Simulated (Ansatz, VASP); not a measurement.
## Two plane-wave programs on Cs2TaGa

```
CELL_PARAMETERS angstrom
6.06646 0.00000 0.00000
-3.03323 5.25371 0.00000
0.00000 0.00000 4.75815
ATOMIC_POSITIONS crystal
Cs 0.33333 0.66667 0.00000
Cs 0.66667 0.33333 0.00000
Ta 0.00000 0.00000 0.50000
Ga 0.00000 0.00000 0.00000
```

Alike in both runs: task relaxation of cell and atoms; functional PBE; k mesh 3 × 3 × 4; occupations gaussian, width 0.1 eV; no spin polarisation.

|  | VASP | Ansatz |
| --- | --- | --- |
| version | VASP 6.6.1 | Ansatz 0.2.0 |
| potentials or method | VASP PAW PBE potentials, release 64 (Cs_sv, Ta_sv_GW, Ga_d), cutoff 500 eV | scalar-relativistic, plane waves, PAW |
| valence electrons in the cell | 44 | 44 |

Ansatz gave:

```
gap on the k mesh at the Fermi level, each at its own relaxed structure (eV)  : none
relaxed volume (Å³/atom)                                                      : 50.30
relaxed length of the cell vector where the two differ most in proportion (Å) : 6.785
```

Problem. Estimate VASP's values.

Solution. gap on the k mesh at the Fermi level, each at its own relaxed structure (eV): none; relaxed volume (Å³/atom): 50.98; relaxed length of the cell vector where the two differ most in proportion (Å): 6.831.

A gap of «none» marks a metal or a gap that the smearing closes.

The k mesh is coarse, so the values compare programs but aren't converged. Spin-orbit coupling is off throughout. Noted on VASP's run: the volume moved by over 15 % at a fixed basis, so the end points are rough.
